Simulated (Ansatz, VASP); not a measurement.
# Two plane-wave programs on Mn

The input INCAR:

```
ALGO = Normal ; EDIFF = 1E-6
ENCUT = 520 ; GGA = RP
ISIF = 2 ; ISMEAR = -1
ISPIN = 2 ; LASPH = True
LCHARG = True ; LELF = True
LMAXMIX = 4 ; LORBIT = 11
LREAL = False ; LVHAR = True
LWAVE = False ; MAGMOM = 0.929 0.929 -0.848 -0.848
NBANDS = 38 ; NELM = 150
PREC = Accurate ; SIGMA = 0.05
```

File KPOINTS:

```
k-points
0
Gamma
  16 16 5
```

POSCAR

```
Mn
1.0
    2.5082149842      0.0000000000      0.0000000000
   -1.2541074921      2.1721778945      0.0000000000
    0.0000000000      0.0000000000      8.1484232489
Mn
4
Direct
    1.0000000000      1.0000000000      0.0000000000
    1.0000000000      1.0000000000      0.5000000000
    0.3333333333      0.6666666667      0.2500000000
    0.6666666667      0.3333333333      0.7500000000
```

Input for Ansatz:

```yaml
crystal:
  lattice:
    - [2.5082149842, 0.0, 0.0]
    - [-1.2541074921, 2.1721778945, 0.0]
    - [0.0, 0.0, 8.1484232489]
  atoms:
    - { symbol: Mn, position: [1.0, 1.0, 0.0], spin: 0.929 }
    - { symbol: Mn, position: [1.0, 1.0, 0.5], spin: 0.929 }
    - { symbol: Mn, position: [0.3333333333, 0.6666666667, 0.25], spin: -0.848 }
    - { symbol: Mn, position: [0.6666666667, 0.3333333333, 0.75], spin: -0.848 }
hamiltonian:
  xc: rpbe
  pseudopotentials:
    kind: paw
    azcp:
      Mn: "pseudopotentials/Mn.paw.azcp"
basis:
  ecutwfc: 420
  fft_grid_basis: typed
kpoints:
  mp_grid: { grid: [16, 16, 5], shift: [0, 0, 0] }
magnetization:
  spin_polarized: true
scf:
  occupations: { method: fermi_dirac, width: 0.05 }
  lower_state_search: "off"
output:
  stress: true
```

Alike in both runs: task single point; functional RPBE; k mesh 16 × 16 × 5; occupations fermi-dirac, width 0.05 eV; collinear spin.

|  | VASP | Ansatz |
| --- | --- | --- |
| version | VASP 6.6.1 | Ansatz 0.2.0 |
| potentials or method | VASP PAW PBE potentials, release 64 (Mn_pv), cutoff 520 eV | plane waves (420 eV) with PAW, scalar-relativistic |
| valence electrons in the cell | 52 | 60 |

```tsv
	VASP	Ansatz	Ansatz less VASP
pressure (GPa)	0.8	0.4	-0.34
traceless stress, the component that is largest in VASP (GPa)	-0.04	-0.08	-0.035
net moment per atom (μB)	0.03	0.03	+0.004
size of the moment on the site where the two differ most (μB)	0.92	0.86	-0.063
```

VASP's potentials were made for PBE, not for RPBE. Site moments also hang on the region over which each program counts them. With one functional, cell and mesh, what is left measures potentials, basis and numerics. VASP's potentials hold 52 valence electrons a cell and Ansatz's 60, so a difference there can come from the potentials and not from the codes.
